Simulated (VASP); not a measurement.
# BPt in VASP: notebook, part 2 of 2

VASP 6.6.1. Earlier steps stand in the parts before.

### Step 4. Relaxation of cell and atoms, PBE

File INCAR:

```
ALGO = Normal
EDIFF = 1E-6
EDIFFG = -0.01
ENCUT = 600
GGA = PE
IBRION = 2
ISIF = 3
ISMEAR = 0
LASPH = T
LCHARG = F
LREAL = F
LWAVE = F
NELM = 80
NSW = 100
PREC = Accurate
SIGMA = 0.1
```

File KPOINTS:

```
k-points
0
Gamma
  18 18 20
```

File POSCAR:

```
BPt
1.0
    3.0400248068      0.0000000000      0.0000000000
    0.0000000000      3.0400248068      0.0000000000
    0.0000000000      0.0000000000      2.8760870262
B Pt
1 1
Direct
    0.5000000000      0.5000000000      0.0000000000
    0.0000000000      0.0000000000      0.0000000000
```

Potentials or basis: VASP PAW PBE potentials, release 64 (B, Pt).

Started as:

```bash
$ cat potpaw_PBE.64/B/POTCAR potpaw_PBE.64/Pt/POTCAR > POTCAR
$ mpirun -np 1 vasp_std > vasp.out
```

OUTCAR:

```text
EDIFF = 1E-6
   EDIFFG = -0.01
   ENCUT = 600
   GGA = PE
   IBRION = 2
   ISIF = 3
   ISMEAR = 0
   LASPH = T
   LREAL = F
   NELM = 80
   NSW = 100
   PREC = Accurate

 ion  position               nearest neighbor table
   1  0.500  0.500  0.000-   2 2.15   2 2.15   2 2.15   2 2.15
   2  0.000  0.000  0.000-   1 2.15   1 2.15   1 2.15   1 2.15

  LATTYP: Found a simple tetragonal cell.
 ALAT       =     3.0400248068
 C/A-ratio  =     0.9460735385

  Lattice vectors:

 A1 = (   3.0400248068,   0.0000000000,   0.0000000000)
 A2 = (   0.0000000000,   3.0400248068,   0.0000000000)
 A3 = (   0.0000000000,   0.0000000000,   2.8760870262)

Analysis of symmetry for initial positions (statically):
=====================================================================
 Subroutine PRICEL returns:
 Original cell was already a primitive cell.

 Routine SETGRP: Setting up the symmetry group for a
 simple tetragonal supercell.

 Subroutine GETGRP returns: Found 16 space group operations
 (whereof 16 operations were pure point group operations)
 out of a pool of 16 trial point group operations.

The static configuration has the point symmetry D_4h.

Analysis of symmetry for dynamics (positions and initial velocities):
=====================================================================
 Subroutine PRICEL returns:
 Original cell was already a primitive cell.

 Routine SETGRP: Setting up the symmetry group for a
 simple tetragonal supercell.

 Subroutine GETGRP returns: Found 16 space group operations
 (whereof 16 operations were pure point group operations)
 out of a pool of 16 trial point group operations.

The dynamic configuration has the point symmetry D_4h.

 Subroutine INISYM returns: Found 16 space group operations
 (whereof 16 operations are pure point group operations),
 and found     1 'primitive' translations

----------------------------------------------------------------------------------------

                                     Primitive cell

[... 123 lines left out ...]
 Gauss-broadening in eV      SIGMA  =   0.10
  energy-cutoff  :      600.00
  volume of cell :       26.58
 maximum number of plane-waves:       906
   NGX = 13   NGY = 13   NGZ = 11

--------------------------------------- Ionic step        1  -------------------------------------------

 number of electron      13.0000000 magnetization

 Free energy of the ion-electron system (eV)
  ---------------------------------------------------
  ext. energy  EPLUGINS =         0.00000000
  ---------------------------------------------------
  free energy    TOTEN  =       -12.08314513 eV

  energy without entropy =      -12.07906775  energy(sigma->0) =      -12.08110644

------------------------ aborting loop because EDIFF is reached ----------------------------------------

  FORCE on cell =-STRESS in cart. coord.  units (eV):
  Direction    XX          YY          ZZ          XY          YZ          ZX
  --------------------------------------------------------------------------------------
  -------------------------------------------------------------------------------------
  Total        0.0620799      0.0620799     -0.0204924      0.0000000      0.0000000      0.0000000
  in kB        3.7420104      3.7420104     -1.2352258      0.0000000      0.0000000      0.0000000
  external PRESSURE =       2.0829317 kB  Pullay stress =       0.0000000 kB
[... 131 lines left out ...]
--------------------------------------- Ionic step        5  -------------------------------------------

 number of electron      13.0000000 magnetization

 Free energy of the ion-electron system (eV)
  ---------------------------------------------------
  ext. energy  EPLUGINS =         0.00000000
  ---------------------------------------------------
  free energy    TOTEN  =       -12.08319180 eV

  energy without entropy =      -12.07909705  energy(sigma->0) =      -12.08114443

 E-fermi :   7.9183     XC(G=0): -11.8995

 val. band max:        7.9133245879   @ k =   0.2778   0.1111   0.4500
 cond. band min:       7.9221485101   @ k =   0.2778   0.1111   0.2000
 fundamental gap:      0.0088239221
 Fermi energy:         7.9182846938

 k-point     1 :       0.0000    0.0000    0.0000
  band No.  band energies     occupation
      1      -3.8751      2.00000
      2       2.1808      2.00000
      3       2.4472      2.00000
      4       4.7375      2.00000
      5       6.0637      2.00000
      6       6.0637      2.00000
      7       8.9065      0.00000
      8       8.9065      0.00000
      9      10.7597      0.00000
     10      16.6071      0.00000
[... 287 lines left out ...]
 k-point    24 :       0.3333    0.1111    0.0000
  band No.  band energies     occupation
      1      -1.7876      2.00000
      2       1.4026      2.00000
      3       2.5101      2.00000
      4       2.7961      2.00000
      5       4.8718      2.00000
      6       6.0196      2.00000
      7       7.1187      2.00000
      8      13.0798      0.00000
      9      13.2051      0.00000
     10      18.2361      0.00000

 [... further k-points ...]
[... 5 lines left out ...]
  --------------------------------------------------------------------------------------
  -------------------------------------------------------------------------------------
  Total       -0.0050865     -0.0050865     -0.0128958      0.0000000     -0.0000000      0.0000000
  in kB       -0.3064853     -0.3064853     -0.7770361      0.0000000     -0.0000000      0.0000000
  external PRESSURE =      -0.4633356 kB  Pullay stress =       0.0000000 kB
[... 17 lines left out ...]
  FREE ENERGIE OF THE ION-ELECTRON SYSTEM (eV)
  ---------------------------------------------------
  free  energy   TOTEN  =       -12.0831918040 eV

  energy  without entropy=      -12.0790970519  energy(sigma->0) =      -12.08114443

 reached required accuracy - stopping structural energy minimisation
```

It took 3.7 min on 1 thread of Intel Xeon Platinum 8488C (Sapphire Rapids), shared host; peak memory 0.36 GiB.

Results:

| Item | Value |
| --- | --- |
| Free energy | -12.0832 eV |
| Relaxed volume | 13.29 Å³/atom |
| Relaxed cell | a = 3.042 Å, b = 3.042 Å, c = 2.874 Å, α = 90.00°, β = 90.00°, γ = 90.00° |
| Space group after relaxing (to 0.05 Å) | P4/mmm (No. 123) |
| Energy gained by relaxing | 0.0 meV/atom |
| Ionic steps | 5 |
| Pressure after relaxing | 0.0 GPa |

Final structure:
```
CELL_PARAMETERS angstrom
3.04191 0.00000 0.00000
0.00000 3.04191 0.00000
0.00000 0.00000 2.87359
ATOMIC_POSITIONS crystal
B 0.50000 0.50000 0.00000
Pt 0.00000 0.00000 0.00000
```

Caveat: spin-orbit coupling is left out, which moves the levels of the heavy elements.

### Step 5. The runs side by side

```tsv
task	cell	k mesh	cutoff (eV)	gap on the mesh (eV)	pressure (GPa)
single point	a = 3.040, b = 3.040, c = 2.876 Å, 2 atoms	6 × 6 × 8	520	none	0.0
single point	a = 3.041, b = 3.041, c = 2.876 Å, 2 atoms	18 × 18 × 20	520	none	-0.1
relaxation of cell and atoms	relaxed from a = 3.040, b = 3.040, c = 2.876 Å, 2 atoms	18 × 18 × 20	600	none	0.0
```

Alike in all rows: level PBE; potentials or basis VASP PAW PBE potentials, release 64 (B, Pt); no spin polarisation; smearing gaussian 0.1 eV.

Caveats: spin-orbit coupling is left out, which moves the levels of the heavy elements.

Absolute energies hang on the potentials; compare differences alone.
